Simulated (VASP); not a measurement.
**Au: single point with PBE**

The system is Au.

```
CELL_PARAMETERS angstrom
0.00000 2.01667 2.07904
2.01667 0.00000 2.07904
2.01667 2.01667 0.00000
ATOMIC_POSITIONS crystal
Au 0.00000 0.00000 0.00000
```

This cell differs from its parent crystal: strain -0.030 along x and y, +0.000 along z.

```yaml
Program: VASP 6.6.1
Task: single point
Functional: PBE
Potentials_or_basis: VASP PAW PBE potentials, release 64 (Au)
Cutoff: 520 eV
k_mesh: 24 × 24 × 24
Occupations: gaussian, width 0.15 eV
Spin: no spin polarisation
```

- Pressure: 9.9 GPa
- Band gap on the k mesh: zero (an odd number of electrons rules out a gap without spin polarisation)

Stress tensor (GPa, compression positive):
```
10.34  0.00  0.00
 0.00 10.34  0.00
 0.00  0.00  9.15
```

Levels at points of the mesh, in eV from the Fermi level:
```csv
k point,band 2,band 3,band 4,band 5,band 6,band 7,band 8,band 9,band 10,band 11
"(0.00, 0.00, 0.00)",-4.94,-4.66,-4.66,-3.37,-3.07,14.51,18.19,18.72,18.72,23.48
"(0.50, 0.00, 0.00)",-4.92,-4.66,-2.06,-1.94,-1.01,3.10,13.90,16.90,17.51,24.62
"(0.50, 0.50, 0.00)",-6.85,-2.03,-1.69,-1.69,0.64,5.35,10.38,10.38,17.60,20.22
"(0.50, 0.00, 0.50)",-6.83,-2.06,-1.78,-1.55,1.16,6.06,9.81,9.88,17.14,19.75
```

It took 4 min on 1 thread of AMD EPYC 7R43 64-Core Processor (Zen 3), with other jobs on the host, peak memory 0.28 GiB.

Caveat: the cell differs from its parent crystal (strain -0.030 along x and y, +0.000 along z); the cell stands under pressure; spin-orbit coupling is left out, which moves the levels of the heavy elements.
